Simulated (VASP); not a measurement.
Wanted: the native input for a VASP 6.6.1 run.

```
Task                   : single point
Functional             : PBEsol
Potentials or basis    : VASP PAW PBE potentials, release 64 (W_sv, Se)
Cutoff                 : 520 eV
k mesh                 : 9 × 9 × 2
Occupations            : gaussian, width 0.05 eV
Spin                   : no spin polarisation
Dipole correction      : no
Further INCAR settings : ALGO = Normal; EDIFF = 1e-06; NBANDS = 20
```

The structure of WSe2 lies in POSCAR:

```
WSe2
1.0
    3.1394039426      0.0000000000      0.0000000000
   -1.5697019713      2.7188035670      0.0000000000
    0.0000000000      0.0000000000     16.6611439352
W Se
1 2
Direct
    0.0000000000      0.0000000000      0.0000000000
    0.3333333333      0.6666666667      0.1003991023
    0.3333333333      0.6666666667      0.8996008977
```

One way to write it, as run:

INCAR

```
PREC = Accurate ; ENCUT = 520
EDIFF = 1E-6 ; ISMEAR = 0
SIGMA = 0.05 ; LREAL = False
LASPH = True ; NELM = 80
ALGO = Normal ; ISIF = 2
LWAVE = False ; LCHARG = False
GGA = PS ; NBANDS = 20
```

KPOINTS

```
regular mesh
0
Gamma
  9 9 2
```

Potentials or basis: VASP PAW PBE potentials, release 64 (W_sv, Se).

Launch:

```console
$ cat potpaw_PBE.64/W_sv/POTCAR potpaw_PBE.64/Se/POTCAR > POTCAR
$ mpirun -np 1 vasp_std > vasp.out
```

It gave:

```json
{"Largest force": "1.102 eV/Å", "Band gap on the k mesh": "1.73 eV, indirect (least direct gap 2.19 eV)"}
```

Caveat: the PAW data sets were made with another functional, which shifts forces and pressure a little; spin-orbit coupling is left out, which moves the levels of the heavy elements.

Run time: 80 s on 1 thread of Intel(R) Xeon(R) Platinum 8259CL CPU @ 2.50GHz (Skylake/Cascade Lake) (shared host), peak memory 0.27 GiB.
